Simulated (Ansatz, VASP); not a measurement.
# PbF2 in VASP and in Ansatz

Contents of POSCAR:

```
PbF2
1.0
    0.0000000000      3.1351732101      2.6648972286
    3.1351732101      0.0000000000      2.6648972286
    3.1351732101      3.1351732101      0.0000000000
Pb F
1 2
Direct
    0.0000000000      0.0000000000      0.0000000000
    0.2500000000      0.2500000000      0.2500000000
    0.7500000000      0.7500000000      0.7500000000
```

File INCAR.step1:

```
SYSTEM = PbF2
PREC     = Accurate       ! precision mode
ENCUT    = 520            ! plane-wave cutoff, eV
ISMEAR   = 0              ! smearing method
SIGMA    = 0.05           ! smearing width, eV
LREAL    = .FALSE.        ! projectors in reciprocal space
LASPH    = .TRUE.         ! aspherical terms in the spheres
NELM     = 80             ! most SCF steps
NBANDS   = 21             ! bands
GGA      = PE             ! functional
ALGO     = Normal         ! electronic algorithm
EDIFF    = 1E-4           ! SCF threshold, eV
LWAVE    = .TRUE.         ! write WAVECAR
LCHARG   = .FALSE.        ! write CHGCAR
```

Contents of INCAR.step2:

```
SYSTEM = PbF2
PREC     = Accurate       ! precision mode
ENCUT    = 520            ! plane-wave cutoff, eV
EDIFF    = 1E-6           ! SCF threshold, eV
ISMEAR   = 0              ! smearing method
SIGMA    = 0.05           ! smearing width, eV
LREAL    = .FALSE.        ! projectors in reciprocal space
LASPH    = .TRUE.         ! aspherical terms in the spheres
NELM     = 80             ! most SCF steps
ALGO     = Normal         ! electronic algorithm
ISIF     = 2              ! what is computed and relaxed
LWAVE    = .FALSE.        ! write WAVECAR
LCHARG   = .TRUE.         ! write CHGCAR
METAGGA  = R2SCAN         ! meta-GGA
LMIXTAU  = .TRUE.       
LELF     = .TRUE.         ! ELF
LVHAR    = .TRUE.       
NBANDS   = 21             ! bands
ISTART   = 1
```

The input KPOINTS:

```
regular mesh
0
G
  8 8 8
  0 0 0
```

Input for Ansatz:

```yaml
crystal:
  lattice:
    - [0.0, 3.1351732101, 2.6648972286]
    - [3.1351732101, 0.0, 2.6648972286]
    - [3.1351732101, 3.1351732101, 0.0]
  atoms:
    - { symbol: Pb, position: [0.0, 0.0, 0.0] }
    - { symbol: F, position: [0.25, 0.25, 0.25] }
    - { symbol: F, position: [0.75, 0.75, 0.75] }
basis:
  ecutwfc: 500
kpoints:
  mp_grid: { grid: [8, 8, 8] }
hamiltonian:
  xc: r2scan
scf:
  occupations: { method: gaussian, width: 0.05 }
output:
  forces: true
  stress: true
  eigenvalues: true
```

Alike in both runs: task single point; functional r2SCAN; k mesh 8 × 8 × 8; occupations gaussian, width 0.05 eV; no spin polarisation.

```csv
,VASP,Ansatz
version,VASP 6.6.1,Ansatz 0.2.0
potentials or method,"VASP PAW PBE potentials, release 64 (Pb_d, F), cutoff 520 eV","scalar-relativistic, plane waves, PAW"
valence electrons in the cell,28,28
```

|  | VASP | Ansatz | Ansatz less VASP |
| --- | --- | --- | --- |
| gap on the k mesh at the Fermi level (eV) | 4.21 | 4.21 | +0.002 |
| least direct gap on the mesh (eV) | 4.78 | 4.78 | -0.002 |
| pressure (GPa) | -1.5 | -1.4 | +0.10 |
| traceless stress, the component that is largest in VASP (GPa) | 6.33 | 6.35 | +0.023 |

VASP's potentials were made for PBE, not for r2SCAN. The functional is the same, so the differences come from potentials, cutoffs and numerics.

Spin-orbit coupling is off throughout.
